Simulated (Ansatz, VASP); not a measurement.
**One calculation of Ba2RuN2, two programs**

Contents of INCAR:

```
  PREC = Accurate
  ENCUT = 520
  EDIFF = 1E-7
  ISMEAR = -1
  SIGMA = 0.02
  LREAL = False
  LASPH = True
  NELM = 60
  ALGO = Normal
  ISIF = 2
  LWAVE = False
  LCHARG = False
  GGA = CA
  NBANDS = 30
```

File KPOINTS:

```
Automatic mesh
0
Gamma
  8 8 8
```

File POSCAR:

```
Ba2RuN2
1.0
   -2.0836869646      2.0836869646      6.5378295090
    2.0836869646     -2.0836869646      6.5378295090
    2.0836869646      2.0836869646     -6.5378295090
Ba Ru N
2 1 2
Direct
    0.1387171376      0.1387171376      0.0000000000
    0.8612828624      0.8612828624      0.0000000000
    0.5000000000      0.5000000000      0.0000000000
    0.6382847492      0.6382847492      0.0000000000
    0.3617152508      0.3617152508      0.0000000000
```

Input for Ansatz:

```yaml
crystal:
  lattice:
    - [-2.0836869646, 2.0836869646, 6.537829509]
    - [2.0836869646, -2.0836869646, 6.537829509]
    - [2.0836869646, 2.0836869646, -6.537829509]
  atoms:
    - { symbol: Ba, position: [0.1387171376, 0.1387171376, 0.0] }
    - { symbol: Ba, position: [0.8612828624, 0.8612828624, 0.0] }
    - { symbol: Ru, position: [0.5, 0.5, 0.0] }
    - { symbol: "N", position: [0.6382847492, 0.6382847492, 0.0] }
    - { symbol: "N", position: [0.3617152508, 0.3617152508, 0.0] }
kpoints:
  mp_grid: { grid: [8, 8, 8] }
  band_path:
    path:
      - [0.0, 0.0, 0.0]
      - [0.0, 0.0, 0.5]
      - [0.25, 0.25, 0.25]
      - [0.0, 0.5, 0.0]
      - [0.5, 0.5, -0.5]
      - [0.2753943895, 0.7246056105, -0.2753943895]
      - [-0.2753943895, 0.2753943895, 0.2753943895]
      - [-0.050788779, 0.050788779, 0.5]
      - [0.5, 0.5, -0.050788779]
      - [-0.0304732674, 0.0304732674, 0.5]
    npoints: 1
hamiltonian:
  xc: lda
scf:
  occupations: { method: fermi_dirac, width: 0.02 }
  n_extra_bands: 5
output:
  forces: true
  stress: true
  eigenvalues: true
  write_density: true
  write_potential: true
  elf: true
  volumetric_format: npy
```

Alike in both runs: task single point; functional LDA; k mesh 8 × 8 × 8; occupations fermi-dirac, width 0.02 eV; no spin polarisation.

```csv
,VASP,Ansatz
version,VASP 6.6.1,Ansatz 0.2.0
potentials or method,"VASP PAW LDA potentials, release 64 (Ba_sv, Ru_pv, N)","plane waves, PAW"
plane-wave cutoff (eV),520,420
valence electrons in the cell,44,46
```

|  | VASP | Ansatz | Ansatz less VASP |
| --- | --- | --- | --- |
| pressure (GPa) | -3.8 | -4.7 | -0.96 |
| traceless stress, the component that is largest in VASP (GPa) | -1.17 | -1.06 | +0.112 |
| rms of the force components (eV/Å) | 0.147 | 0.144 | -0.0025 |

LDA's correlation is that of Perdew and Zunger in VASP and of Perdew and Wang (1992) in Ansatz. Atom by atom the forces differ by 0.015 eV/Å (rms over components). VASP's potentials hold 44 valence electrons a cell and Ansatz's 46, so a difference there can come from the potentials and not from the codes.

Spin-orbit coupling is off throughout.
